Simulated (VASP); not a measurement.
# MgO (P6_3mc) in VASP: notebook

The runs below take MgO through single point, with PBE.

Program: VASP 6.6.1. These are calculated values, not measurements. Logs are shortened: lines on timing, memory, paths and dates and some standing lists are left out, and cuts for length are marked.

## (1) The cell of the first run

The structure is hexagonal, space group P6_3mc (No. 186). The conventional cell has a = 3.226 Å, b = 3.226 Å, c = 10.233 Å, α = 90.00°, β = 90.00°, γ = 120.00°. Mg (site symmetry 3m) has 4 O at 1.94 to 1.96 Å within 2.6 Å. Mg (site symmetry 3m) has 4 O at 1.96 Å within 2.6 Å. O (site symmetry 3m) has 4 Mg at 1.94 to 1.96 Å within 2.6 Å. O (site symmetry 3m) has 4 Mg at 1.96 Å within 2.6 Å.

## (2) Single point, PBE

File INCAR:

```
PREC = Accurate ; ENCUT = 520
EDIFF = 1E-7 ; ISMEAR = 0
SIGMA = 0.05 ; LREAL = False
LASPH = True ; NELM = 100
ALGO = Normal ; ISIF = 2
LWAVE = False ; LCHARG = False
GGA = PE ; NBANDS = 26
```

File KPOINTS:

```
regular mesh
0
Gamma
  9 9 2
```

File POSCAR:

```
MgO
1.0
    3.2259000000      0.0000000000      0.0000000000
   -1.6129500000      2.7937113501      0.0000000000
    0.0000000000      0.0000000000     10.2335000000
Mg O
4 4
Direct
    0.3333333333      0.6666666667      0.9694906392
    0.0000000000      0.0000000000      0.2208211786
    0.0000000000      0.0000000000      0.7208211786
    0.6666666667      0.3333333333      0.4694906392
    0.3333333333      0.6666666667      0.7800420079
    0.0000000000      0.0000000000      0.5296443544
    0.0000000000      0.0000000000      0.0296443544
    0.6666666667      0.3333333333      0.2800420079
```

Potentials or basis: VASP PAW PBE potentials, release 64 (Mg, O).

Launch:

```
$ cat potpaw_PBE.64/Mg/POTCAR potpaw_PBE.64/O/POTCAR > POTCAR
$ mpirun -np 1 vasp_std > vasp.out
```

OUTCAR:

```text
PREC = Accurate
   ENCUT = 520
   EDIFF = 1E-7
   ISMEAR = 0
   LREAL = False
   LASPH = True
   NELM = 100
   ISIF = 2
   GGA = PE

 ion  position               nearest neighbor table
   1  0.333  0.667  0.969-   5 1.94   7 1.96   7 1.96   7 1.96   3 3.15   3 3.15   3 3.15   2 3.18
                             2 3.18   2 3.18
   2  0.000  0.000  0.221-   7 1.96   8 1.96   8 1.96   8 1.96   4 3.15   4 3.15   4 3.15   1 3.18
                             1 3.18   1 3.18
   3  0.000  0.000  0.721-   6 1.96   5 1.96   5 1.96   5 1.96   1 3.15   1 3.15   1 3.15   4 3.18
                             4 3.18   4 3.18
   4  0.667  0.333  0.469-   8 1.94   6 1.96   6 1.96   6 1.96   2 3.15   2 3.15   2 3.15   3 3.18
                             3 3.18   3 3.18
   5  0.333  0.667  0.780-   1 1.94   3 1.96   3 1.96   3 1.96
   6  0.000  0.000  0.530-   3 1.96   4 1.96   4 1.96   4 1.96
   7  0.000  0.000  0.030-   2 1.96   1 1.96   1 1.96   1 1.96
   8  0.667  0.333  0.280-   4 1.94   2 1.96   2 1.96   2 1.96

  LATTYP: Found a hexagonal cell.
 ALAT       =     3.2259000000
 C/A-ratio  =     3.1722930035

  Lattice vectors:

 A1 = (   3.2259000000,   0.0000000000,   0.0000000000)
 A2 = (  -1.6129500000,   2.7937113501,   0.0000000000)
 A3 = (   0.0000000000,   0.0000000000,  10.2335000000)

Analysis of symmetry for initial positions (statically):
=====================================================================
 Subroutine PRICEL returns:
 Original cell was already a primitive cell.

 Routine SETGRP: Setting up the symmetry group for a
 hexagonal supercell.

 Subroutine GETGRP returns: Found 12 space group operations
 (whereof  6 operations were pure point group operations)
 out of a pool of 24 trial point group operations.

The static configuration has the point symmetry C_3v.
 The point group associated with its full space group is C_6v.

Analysis of symmetry for dynamics (positions and initial velocities):
=====================================================================
 Subroutine PRICEL returns:
 Original cell was already a primitive cell.

 Routine SETGRP: Setting up the symmetry group for a
 hexagonal supercell.

 Subroutine GETGRP returns: Found 12 space group operations
 (whereof  6 operations were pure point group operations)
 out of a pool of 24 trial point group operations.

The dynamic configuration has the point symmetry C_3v.
[... 114 lines left out ...]
   NSW    =      0    number of steps for IOM
   IBRION =     -1    ionic relax: 0-MD 1-quasi-New 2-CG
   NFREE  =      0    steps in history (QN), initial steepest desc. (CG)
   ISIF   =      2    stress and relaxation
   ISYM   =      2    0-nonsym 1-usesym 2-fastsym
   POTIM  = 0.5000    time-step for ionic-motion
   TEBEG  =    0.0;   TEEND  =   0.0 temperature during run
   PSTRESS=    0.0 pullay stress
   NELECT =      32.0000    total number of electrons
   NUPDOWN=      -1.0000    fix difference up-down
   EMIN   =  10.00;   EMAX   =-10.00  energy-range for DOS
   EFERMI =   0.00;   METHOD = LEGACY
   ISMEAR =     0;   SIGMA  =   0.05  broadening in eV -4-tet -1-fermi 0-gaus
   EFERMI_NEDOS =   21; number of points for ismear=-14 and -15
   IALGO  =     38    algorithm
   IMIX   =      4    mixing-type and parameters
     AMIX     =   0.40;   BMIX     =  1.00
     AMIX_MAG =   1.60;   BMIX_MAG =  1.00
  volume/ion in A,a.u.               =      11.53        77.80
  Fermi-wavevector in a.u.,A,eV,Ry     =   1.150375  2.173893 18.005429  1.323362
  Thomas-Fermi vector in A             =   2.287039
   LORBIT       =      0    0 simple, 1 ext, 2 COOP (PROOUT), +10 PAW based schemes
   GGA     = PE    functional components
   LHFCALC =     F    Hartree Fock is set to
   AEXX    =    0.0000 exact exchange contribution
   IVDW    =     0    specifies the selected vdW correction
   LEPSILON=     F    determine dielectric tensor
   LRPA    =     F    only Hartree local field effects (RPA)
 non-spin polarized calculation
 Gauss-broadening in eV      SIGMA  =   0.05
  energy-cutoff  :      520.00
  volume of cell :       92.23
 maximum number of plane-waves:      2510
 NGX is ok and might be reduce to    24
   NGX = 11   NGY = 11   NGZ = 39

 number of electron      32.0000014 magnetization

 Free energy of the ion-electron system (eV)
  ---------------------------------------------------
  ext. energy  EPLUGINS =         0.00000000
  ---------------------------------------------------
  free energy    TOTEN  =       -46.79203177 eV

  energy without entropy =      -46.79203177  energy(sigma->0) =      -46.79203177

 E-fermi :   1.2999     XC(G=0):  -9.8472

 val. band max:        1.0518167024   @ k =   0.0000   0.0000   0.0000
 cond. band min:       4.8134281150   @ k =   0.0000   0.0000   0.0000
 fundamental gap:      3.7616114126
 Fermi energy:         1.2998558772

 k-point     1 :       0.0000    0.0000    0.0000
  band No.  band energies     occupation
      1     -15.0537      2.00000
      2     -14.6976      2.00000
      3     -14.6802      2.00000
      4     -14.2918      2.00000
      5      -2.1335      2.00000
      6      -0.9143      2.00000
[... 685 lines left out ...]
     25      14.5346      0.00000
     26      14.5450      0.00000

------------------------ aborting loop because EDIFF is reached ----------------------------------------

  FORCE on cell =-STRESS in cart. coord.  units (eV):
  Direction    XX          YY          ZZ          XY          YZ          ZX
  --------------------------------------------------------------------------------------
  -------------------------------------------------------------------------------------
  Total        3.8113839      3.8113839      5.1947441      0.0000000     -0.0000000      0.0000000
  in kB       66.2119912     66.2119913     90.2439536      0.0000000     -0.0000000      0.0000000
  external PRESSURE =      74.2226454 kB  Pullay stress =       0.0000000 kB

 VOLUME and BASIS-vectors are now :
 -----------------------------------------------------------------------------
  energy-cutoff  :      520.00
  volume of cell :       92.23
      direct lattice vectors                 reciprocal lattice vectors
     3.225900000  0.000000000  0.000000000     0.309991010  0.178973393  0.000000000
    -1.612950000  2.793711350  0.000000000     0.000000000  0.357946786  0.000000000
     0.000000000  0.000000000 10.233500000     0.000000000  0.000000000  0.097718278

 POSITION                                       TOTAL-FORCE (eV/Angst)
 -----------------------------------------------------------------------------------
     -0.00000      1.86247      9.92128         0.000000     -0.000000      0.137410
      0.00000      0.00000      2.25977        -0.000000      0.000000      0.125791
      0.00000      0.00000      7.37652         0.000000     -0.000000      0.125791
      1.61295      0.93124      4.80453        -0.000000      0.000000      0.137410
     -0.00000      1.86247      7.98256        -0.000000      0.000000     -0.148446
      0.00000      0.00000      5.42012        -0.000000     -0.000000     -0.114755
      0.00000      0.00000      0.30337         0.000000      0.000000     -0.114755
      1.61295      0.93124      2.86581         0.000000      0.000000     -0.148446
 -----------------------------------------------------------------------------------
    total drift:                               -0.000000     -0.000001      0.003994

  FREE ENERGIE OF THE ION-ELECTRON SYSTEM (eV)
  ---------------------------------------------------
  free  energy   TOTEN  =       -46.7920317696 eV

  energy  without entropy=      -46.7920317696  energy(sigma->0) =      -46.79203177
```

OSZICAR:

```text
N       E                     dE             d eps       ncg     rms          rms(c)
DAV:   1     0.139666376811E+03    0.13967E+03   -0.14626E+04  1248   0.108E+03
DAV:   2    -0.452384936996E+02   -0.18490E+03   -0.17472E+03  1678   0.233E+02
DAV:   3    -0.554660091953E+02   -0.10228E+02   -0.10178E+02  1584   0.554E+01
DAV:   4    -0.555264992218E+02   -0.60490E-01   -0.60468E-01  1432   0.500E+00
DAV:   5    -0.555268554098E+02   -0.35619E-03   -0.35615E-03  1596   0.383E-01    0.167E+01
DAV:   6    -0.468810161164E+02    0.86458E+01   -0.31408E+01  1372   0.325E+01    0.541E+00
DAV:   7    -0.468086790667E+02    0.72337E-01   -0.47428E-01  1302   0.428E+00    0.322E+00
DAV:   8    -0.467948169658E+02    0.13862E-01   -0.18532E-01  1420   0.408E+00    0.631E-01
DAV:   9    -0.467900967742E+02    0.47202E-02   -0.15121E-02  1580   0.807E-01    0.177E-01
DAV:  10    -0.467920222803E+02   -0.19255E-02   -0.30642E-03  1330   0.299E-01    0.655E-02
DAV:  11    -0.467920279573E+02   -0.56770E-05   -0.75980E-05  1524   0.640E-02    0.210E-02
DAV:  12    -0.467920318164E+02   -0.38591E-05   -0.17750E-05  1328   0.279E-02    0.340E-03
DAV:  13    -0.467920318681E+02   -0.51715E-07   -0.12499E-06  1558   0.674E-03    0.137E-03
DAV:  14    -0.467920317554E+02    0.11276E-06   -0.10652E-07   946   0.204E-03    0.758E-04
DAV:  15    -0.467920317696E+02   -0.14223E-07   -0.23437E-08   732   0.126E-03
   1 F= -.46792032E+02 E0= -.46792032E+02  d E =-.363873E-14
```

stdout:

```text
POSCAR found type information on POSCAR MgO
 POSCAR found :  2 types and       8 ions
 scaLAPACK will be used
 LDA part: xc-table for (Slater+PW92), standard interpolation
 POSCAR, INCAR and KPOINTS ok, starting setup
 FFT: planning ... GRIDC
 FFT: planning ... GRID_SOFT
 FFT: planning ... GRID
 WAVECAR not read
 entering main loop
```

It took 31 s on 1 thread of Intel Xeon 6975P-C (Granite Rapids), shared host; peak memory 0.2 GiB.

Results:

| Quantity | Value |
| --- | --- |
| Free energy | -46.7920 eV |
| Pressure | 7.4 GPa |
| Largest force | 0.148 eV/Å |
| Band gap on the k mesh | 3.76 eV, direct |

Forces in eV/Å, atoms in the order of the input:
```
Mg   0.000  0.000  0.137
Mg   0.000  0.000  0.126
Mg   0.000  0.000  0.126
Mg   0.000  0.000  0.137
O    0.000  0.000 -0.148
O    0.000  0.000 -0.115
O    0.000  0.000 -0.115
O    0.000  0.000 -0.148
```

PBE gaps usually lie below the measured ones, often by a third to a half.

## (3) Single point, PBE

This run uses another cell than the first one, of 13.00 Å³/atom, 1.127 times its volume.

File INCAR:

```
  ALGO = Normal
  EDIFF = 1E-6
  ENCUT = 520
  GGA = PE
  ISIF = 2
  ISMEAR = 0
  LASPH = True
  LCHARG = False
  LREAL = False
  LWAVE = False
  NBANDS = 26
  NELM = 80
  PREC = Accurate
  SIGMA = 0.05
```

File KPOINTS:

```
k-points
0
Gamma
  9 9 2
```

POSCAR: that of step 2 with these lines changed.

```diff
@@ -2,5 +2,5 @@
 1.0
-    3.2259000000      0.0000000000      0.0000000000
-   -1.6129500000      2.7937113501      0.0000000000
-    0.0000000000      0.0000000000     10.2335000000
+    3.3352000000      0.0000000000      0.0000000000
+   -1.6676000000      2.8883679267      0.0000000000
+    0.0000000000      0.0000000000     10.7943000000
 Mg O
```

Potentials or basis: VASP PAW PBE potentials, release 64 (Mg, O).

Launch:

```
$ cat potpaw_PBE.64/Mg/POTCAR potpaw_PBE.64/O/POTCAR > POTCAR
$ mpirun -np 1 vasp_std > vasp.out
```

Run time: 42 s. Hardware: 1 thread of Intel Xeon 6975P-C (Granite Rapids), shared host; peak memory 0.25 GiB.

The run converged. Its results:

- Free energy: -46.7882 eV
- Pressure: -6.4 GPa
- Largest force: 0.079 eV/Å
- Band gap on the k mesh: 3.15 eV, direct

Forces on the atoms (eV/Å):
```
Mg   0.000  0.000 -0.072
Mg   0.000  0.000 -0.063
Mg   0.000  0.000 -0.063
Mg   0.000  0.000 -0.072
O    0.000  0.000  0.079
O    0.000  0.000  0.056
O    0.000  0.000  0.056
O    0.000  0.000  0.079
```

Stress tensor (GPa, compression positive):
```
-5.93  0.00  0.00
 0.00 -5.93  0.00
 0.00  0.00 -7.39
```

Levels at points of the mesh, in eV from the valence-band top:
```tsv
k point	band 13	band 14	band 15	band 16	band 17	band 18	band 19	band 20
(0.00, 0.00, 0.00)	-0.17	-0.08	-0.08	0.00	3.15	5.41	5.51	8.08
(0.00, 0.00, 0.50)	-0.11	-0.11	-0.11	-0.11	3.96	3.96	6.99	6.99
```

[end of part 1 of 2]
